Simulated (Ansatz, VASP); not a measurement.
**Two plane-wave programs on MgS**

```xyz
2
Lattice="0.0000 2.6016 2.6016 2.6016 0.0000 2.6016 2.6016 2.6016 0.0000" Properties=species:S:1:pos:R:3 pbc="T T T"
S     2.6016    2.6016    2.6016
Mg    0.0000    0.0000    0.0000
```

Alike in both runs: functional RPBE; dispersion D3(BJ); k mesh 9 × 9 × 9; occupations gaussian, width 0.1 eV; no spin polarisation.

|  | VASP | Ansatz |
| --- | --- | --- |
| version | VASP 6.6.1 | Ansatz 0.2.0 |
| potentials or method | VASP PAW PBE potentials, release 64 (S, Mg) | Ansatz PAW |
| plane-wave cutoff (eV) | 520 | 420 |
| valence electrons in the cell | 8 | 16 |
| task | single point | band structure |

VASP gave:

| Quantity | Value |
| --- | --- |
| gap on the k mesh at the Fermi level (eV) | 3.04 |
| least direct gap on the mesh (eV) | 3.87 |
| pressure (GPa) | -13.6 |

Question: Which values does Ansatz return?

Answer: gap on the k mesh at the Fermi level (eV): 3.07; least direct gap on the mesh (eV): 3.89; pressure (GPa): -13.2.

VASP's potentials were made for PBE, not for RPBE. VASP's potentials hold 8 valence electrons a cell and Ansatz's 16, so a difference there can come from the potentials and not from the codes.

Noted on Ansatz's run: the k mesh misses the band edges, so the gap on the mesh is wider than the one along the path.
